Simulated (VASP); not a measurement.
# YSe4 (P-43m) in VASP: single point with PBE

Aim: the single point of YSe4 with PBE.

Everything below comes from runs of VASP 6.6.1. Logs are shortened: lines on timing, memory, paths and dates and some standing lists are left out, and cuts for length are marked.

## 1. The cell of the first run

The structure is cubic, space group P-43m (No. 215). The conventional cell has a = 5.516 Å, b = 5.516 Å, c = 5.516 Å, α = 90.00°, β = 90.00°, γ = 90.00°. Within 3.1 Å of Y (site symmetry -43m) lie 4 Se at 2.33 Å. Se (site symmetry 3m) has 1 Y at 2.33 Å within 3.1 Å.

## 2. Single point, PBE

File INCAR:

```
SYSTEM = YSe4
PREC     = Accurate       ! precision mode
ENCUT    = 520            ! plane-wave cutoff, eV
EDIFF    = 1E-7           ! SCF threshold, eV
ISMEAR   = 0              ! smearing method
SIGMA    = 0.1            ! smearing width, eV
LREAL    = .False.        ! projectors in reciprocal space
LASPH    = .True.         ! aspherical terms in the spheres
NELM     = 100            ! most SCF steps
ALGO     = Normal         ! electronic algorithm
ISIF     = 2              ! what is computed and relaxed
LWAVE    = .False.        ! write WAVECAR
LCHARG   = .False.        ! write CHGCAR
GGA      = PE             ! functional
NBANDS   = 26             ! bands
```

File KPOINTS:

```
Automatic mesh
0
Gamma
  4 4 4
  0 0 0
```

File POSCAR:

```
YSe4
1.0
    5.5161827600      0.0000000000      0.0000000000
    0.0000000000      5.5161827600      0.0000000000
    0.0000000000      0.0000000000      5.5161827600
Y Se
1 4
Direct
    0.0000000000      0.0000000000      0.0000000000
    0.2437810800      0.7562189200      0.7562189200
    0.7562189200      0.2437810800      0.7562189200
    0.7562189200      0.7562189200      0.2437810800
    0.2437810800      0.2437810800      0.2437810800
```

Potentials or basis: VASP PAW PBE potentials, release 64 (Y_sv, Se).

The run is started by

```
> cat potpaw_PBE.64/Y_sv/POTCAR potpaw_PBE.64/Se/POTCAR > POTCAR
> mpirun -np 1 vasp_std > vasp.out
```

OUTCAR:

```text
SYSTEM = YSe4
   PREC = Accurate
   ENCUT = 520
   EDIFF = 1E-7
   ISMEAR = 0
   LREAL = .False.
   LASPH = .True.
   NELM = 100
   ISIF = 2
   GGA = PE

 ion  position               nearest neighbor table
   1  0.000  0.000  0.000-   2 2.33   3 2.33   4 2.33   5 2.33
   2  0.244  0.756  0.756-   1 2.33
   3  0.756  0.244  0.756-   1 2.33
   4  0.756  0.756  0.244-   1 2.33
   5  0.244  0.244  0.244-   1 2.33

  LATTYP: Found a simple cubic cell.
 ALAT       =     5.5161827600

  Lattice vectors:

 A1 = (   5.5161827600,   0.0000000000,   0.0000000000)
 A2 = (   0.0000000000,   5.5161827600,   0.0000000000)
 A3 = (   0.0000000000,   0.0000000000,   5.5161827600)

Analysis of symmetry for initial positions (statically):
=====================================================================
 Subroutine PRICEL returns:
 Original cell was already a primitive cell.

 Routine SETGRP: Setting up the symmetry group for a
 simple cubic supercell.

 Subroutine GETGRP returns: Found 24 space group operations
 (whereof 24 operations were pure point group operations)
 out of a pool of 48 trial point group operations.

The static configuration has the point symmetry T_d .

Analysis of symmetry for dynamics (positions and initial velocities):
=====================================================================
 Subroutine PRICEL returns:
 Original cell was already a primitive cell.

 Routine SETGRP: Setting up the symmetry group for a
 simple cubic supercell.

 Subroutine GETGRP returns: Found 24 space group operations
 (whereof 24 operations were pure point group operations)
 out of a pool of 48 trial point group operations.

The dynamic configuration has the point symmetry T_d .

 Subroutine INISYM returns: Found 24 space group operations
 (whereof 24 operations are pure point group operations),
 and found     1 'primitive' translations

----------------------------------------------------------------------------------------

                                     Primitive cell

  volume of cell :     167.8479

  direct lattice vectors                    reciprocal lattice vectors
     5.516182760  0.000000000  0.000000000     0.181284784  0.000000000  0.000000000
     0.000000000  5.516182760  0.000000000     0.000000000  0.181284784  0.000000000
     0.000000000  0.000000000  5.516182760     0.000000000  0.000000000  0.181284784

  length of vectors
     5.516182760  5.516182760  5.516182760     0.181284784  0.181284784  0.181284784

  position of ions in fractional coordinates (direct lattice)
     0.000000000  0.000000000  0.000000000
     0.243781080  0.756218920  0.756218920
     0.756218920  0.243781080  0.756218920
     0.756218920  0.756218920  0.243781080
     0.243781080  0.243781080  0.243781080

  ion indices of the primitive-cell ions
   primitive index   ion index
                 1           1
                 2           2
                 3           3
                 4           4
                 5           5

----------------------------------------------------------------------------------------

 KPOINTS: Automatic mesh

Automatic generation of k-mesh.
 Grid dimensions read from file:
 generate k-points for:    4    4    4

 Generating k-lattice:

  Cartesian coordinates                     Fractional coordinates (reciprocal lattice)
     0.045321196  0.000000000  0.000000000     0.250000000  0.000000000  0.000000000
     0.000000000  0.045321196  0.000000000     0.000000000  0.250000000  0.000000000
     0.000000000  0.000000000  0.045321196     0.000000000  0.000000000  0.250000000

  Length of vectors
     0.045321196  0.045321196  0.045321196

  Shift w.r.t. Gamma in fractional coordinates (k-lattice)
     0.000000000  0.000000000  0.000000000

 Subroutine IBZKPT returns following result:
 ===========================================

 Found     10 irreducible k-points:

 Following reciprocal coordinates:
            Coordinates               Weight
  0.000000  0.000000  0.000000      1.000000
  0.250000  0.000000  0.000000      6.000000
  0.500000  0.000000  0.000000      3.000000
  0.250000  0.250000  0.000000     12.000000
  0.500000  0.250000  0.000000     12.000000
  0.500000  0.500000  0.000000      3.000000
  0.250000  0.250000  0.250000      8.000000
  0.500000  0.250000  0.250000     12.000000
  0.500000  0.500000  0.250000      6.000000
  0.500000  0.500000  0.500000      1.000000
   k-points           NKPTS =     10   k-points in BZ     NKDIM =     10   number of bands    NBANDS=     26
   number of dos      NEDOS =    301   number of ions     NIONS =      5
   total plane-waves  NPLWV =  74088
   dimension x,y,z NGX =    42 NGY =   42 NGZ =   42
   dimension x,y,z NGXF=    84 NGYF=   84 NGZF=   84
   ions per type =               1   4
   NGX,Y,Z   is equivalent  to a cutoff of  12.66, 12.66, 12.66 a.u.
   NGXF,Y,Z  is equivalent  to a cutoff of  25.32, 25.32, 25.32 a.u.
 SYSTEM =  YSe4
   PREC   = accura    normal or accurate (medium, high low for compatibility)
   ISTART =      0    job   : 0-new  1-cont  2-samecut
   ICHARG =      2    charge: 1-file 2-atom 10-const
   ISPIN  =      1    spin polarized calculation?
   LNONCOLLINEAR =      F non collinear calculations
   LSORBIT =      F    spin-orbit coupling
   LASPH  =      T    aspherical Exc in radial PAW
   ENCUT  =  520.0 eV  38.22 Ry    6.18 a.u.  10.26 10.26 10.26*2*pi/ulx,y,z
   NELM   =    100;   NELMIN=  2; NELMDL= -5     # of ELM steps
   EDIFF  = 0.1E-06   stopping-criterion for ELM
   LREAL  =      F    real-space projection
   EDIFFG = 0.1E-05   stopping-criterion for IOM
   NSW    =      0    number of steps for IOM
   IBRION =     -1    ionic relax: 0-MD 1-quasi-New 2-CG
   NFREE  =      0    steps in history (QN), initial steepest desc. (CG)
   ISIF   =      2    stress and relaxation
   ISYM   =      2    0-nonsym 1-usesym 2-fastsym
   POTIM  = 0.5000    time-step for ionic-motion
   TEBEG  =    0.0;   TEEND  =   0.0 temperature during run
   PSTRESS=    0.0 pullay stress
   NELECT =      35.0000    total number of electrons
   NUPDOWN=      -1.0000    fix difference up-down
   EMIN   =  10.00;   EMAX   =-10.00  energy-range for DOS
   EFERMI =   0.00;   METHOD = LEGACY
   ISMEAR =     0;   SIGMA  =   0.10  broadening in eV -4-tet -1-fermi 0-gaus
   EFERMI_NEDOS =   21; number of points for ismear=-14 and -15
   IALGO  =     38    algorithm
   IMIX   =      4    mixing-type and parameters
     AMIX     =   0.40;   BMIX     =  1.00
     AMIX_MAG =   1.60;   BMIX_MAG =  1.00
  volume/ion in A,a.u.               =      33.57       226.54
  Fermi-wavevector in a.u.,A,eV,Ry     =   0.970791  1.834528 12.822597  0.942434
  Thomas-Fermi vector in A             =   2.100955
   LORBIT       =      0    0 simple, 1 ext, 2 COOP (PROOUT), +10 PAW based schemes
   GGA     = PE    functional components
   LHFCALC =     F    Hartree Fock is set to
   AEXX    =    0.0000 exact exchange contribution
   IVDW    =     0    specifies the selected vdW correction
   LEPSILON=     F    determine dielectric tensor
   LRPA    =     F    only Hartree local field effects (RPA)
 non-spin polarized calculation
 Gauss-broadening in eV      SIGMA  =   0.10
  energy-cutoff  :      520.00
  volume of cell :      167.85
 maximum number of plane-waves:      4632
 NGX is ok and might be reduce to    42
   NGX = 21   NGY = 21   NGZ = 21

 number of electron      34.9999998 magnetization

 Free energy of the ion-electron system (eV)
  ---------------------------------------------------
  ext. energy  EPLUGINS =         0.00000000
  ---------------------------------------------------
  free energy    TOTEN  =       -15.63826632 eV

  energy without entropy =      -15.59409531  energy(sigma->0) =      -15.61618082

 E-fermi :  -0.0138     XC(G=0):  -8.1207

 val. band max:       -0.0371777888   @ k =   0.5000   0.5000   0.0000
 cond. band min:       0.0017017456   @ k =   0.2500   0.2500   0.2500
 fundamental gap:      0.0388795344
 Fermi energy:        -0.0137538975

 k-point     1 :       0.0000    0.0000    0.0000
  band No.  band energies     occupation
      1     -39.7148      2.00000
      2     -20.3530      2.00000
      3     -20.3530      2.00000
      4     -20.3530      2.00000
      5     -11.9639      2.00000
      6     -10.8404      2.00000
[... 18 lines left out ...]
     25       5.0812      0.00000
     26       5.3220      0.00000

 k-point     2 :       0.2500    0.0000    0.0000
  band No.  band energies     occupation
      1     -39.7148      2.00000
      2     -20.3572      2.00000
      3     -20.3525      2.00000
      4     -20.3525      2.00000
      5     -11.8340      2.00000
      6     -10.9856      2.00000
[... 18 lines left out ...]
     25       5.4157      0.00000
     26       6.3378      0.00000

 k-point     3 :       0.5000    0.0000    0.0000
  band No.  band energies     occupation
      1     -39.7147      2.00000
      2     -20.3614      2.00000
      3     -20.3519      2.00000
      4     -20.3519      2.00000
      5     -11.6300      2.00000
      6     -11.2048      2.00000
[... 18 lines left out ...]
     25       5.9967      0.00000
     26       7.2521      0.00000

 k-point     4 :       0.2500    0.2500    0.0000
  band No.  band energies     occupation
      1     -39.7147      2.00000
      2     -20.3567      2.00000
      3     -20.3565      2.00000
      4     -20.3520      2.00000
      5     -11.7170      2.00000
      6     -10.9886      2.00000
[... 18 lines left out ...]
     25       5.9782      0.00000
     26       6.8877      0.00000
[... 90 lines left out ...]
      1     -39.7147      2.00000
      2     -20.3600      2.00000
      3     -20.3555      2.00000
      4     -20.3553      2.00000
      5     -11.4605      2.00000
      6     -11.1276      2.00000
[... 18 lines left out ...]
     25       6.5369      0.00000
     26       7.3591      0.00000

 k-point     9 :       0.5000    0.5000    0.2500
  band No.  band energies     occupation
      1     -39.7147      2.00000
      2     -20.3593      2.00000
      3     -20.3593      2.00000
      4     -20.3549      2.00000
      5     -11.3595      2.00000
      6     -11.0513      2.00000
[... 18 lines left out ...]
     25       6.6480      0.00000
     26       7.6389      0.00000

 k-point    10 :       0.5000    0.5000    0.5000
  band No.  band energies     occupation
      1     -39.7146      2.00000
      2     -20.3587      2.00000
      3     -20.3587      2.00000
      4     -20.3587      2.00000
      5     -11.3121      2.00000
      6     -11.0550      2.00000
[... 18 lines left out ...]
     25       6.3917      0.00000
     26       7.5889      0.00000

------------------------ aborting loop because EDIFF is reached ----------------------------------------

  FORCE on cell =-STRESS in cart. coord.  units (eV):
  Direction    XX          YY          ZZ          XY          YZ          ZX
  --------------------------------------------------------------------------------------
  -------------------------------------------------------------------------------------
  Total       12.6657121     12.6657121     12.6657121     -0.0000000     -0.0000000      0.0000000
  in kB      120.8994299    120.8994299    120.8994299     -0.0000000     -0.0000000      0.0000000
  external PRESSURE =     120.8994299 kB  Pullay stress =       0.0000000 kB

 VOLUME and BASIS-vectors are now :
 -----------------------------------------------------------------------------
  energy-cutoff  :      520.00
  volume of cell :      167.85
      direct lattice vectors                 reciprocal lattice vectors
     5.516182760  0.000000000  0.000000000     0.181284784  0.000000000  0.000000000
     0.000000000  5.516182760  0.000000000     0.000000000  0.181284784  0.000000000
     0.000000000  0.000000000  5.516182760     0.000000000  0.000000000  0.181284784

 POSITION                                       TOTAL-FORCE (eV/Angst)
 -----------------------------------------------------------------------------------
      0.00000      0.00000      0.00000         0.000000     -0.000000     -0.000000
      1.34474      4.17144      4.17144         3.053630     -3.053630     -3.053630
      4.17144      1.34474      4.17144        -3.053630      3.053630     -3.053630
      4.17144      4.17144      1.34474        -3.053630     -3.053630      3.053630
      1.34474      1.34474      1.34474         3.053630      3.053630      3.053630
 -----------------------------------------------------------------------------------
    total drift:                                0.000000      0.000000      0.000000

  FREE ENERGIE OF THE ION-ELECTRON SYSTEM (eV)
  ---------------------------------------------------
  free  energy   TOTEN  =       -15.6382663173 eV

  energy  without entropy=      -15.5940953139  energy(sigma->0) =      -15.61618082
```

It took 30 s on 1 thread of Intel Xeon 6975P-C (Granite Rapids), shared host; peak memory 0.27 GiB.

Results:

| Item | Value |
| --- | --- |
| Free energy | -15.6383 eV |
| Pressure | 12.1 GPa |
| Largest force | 5.289 eV/Å |

Forces in eV/Å, atoms in the order of the input:
```
Y    0.000  0.000  0.000
Se   3.054 -3.054 -3.054
Se  -3.054  3.054 -3.054
Se  -3.054 -3.054  3.054
Se   3.054  3.054  3.054
```

Levels at points of the mesh, in eV from the Fermi level:
```csv
k point,band 14,band 15,band 16,band 17,band 18,band 19,band 20,band 21
"(0.00, 0.00, 0.00)",-0.62,-0.34,-0.34,-0.34,0.33,0.33,0.33,4.84
"(0.50, 0.00, 0.00)",-0.85,-0.79,-0.79,-0.30,-0.30,0.41,0.41,4.75
"(0.50, 0.50, 0.00)",-1.05,-0.52,-0.49,-0.49,-0.02,-0.02,0.51,5.42
"(0.50, 0.50, 0.50)",-0.42,-0.40,-0.40,-0.40,0.43,0.43,0.43,5.63
```

Caveat: forces of over 1 eV/Å act on the atoms, so gaps and moduli don't describe the material at rest.
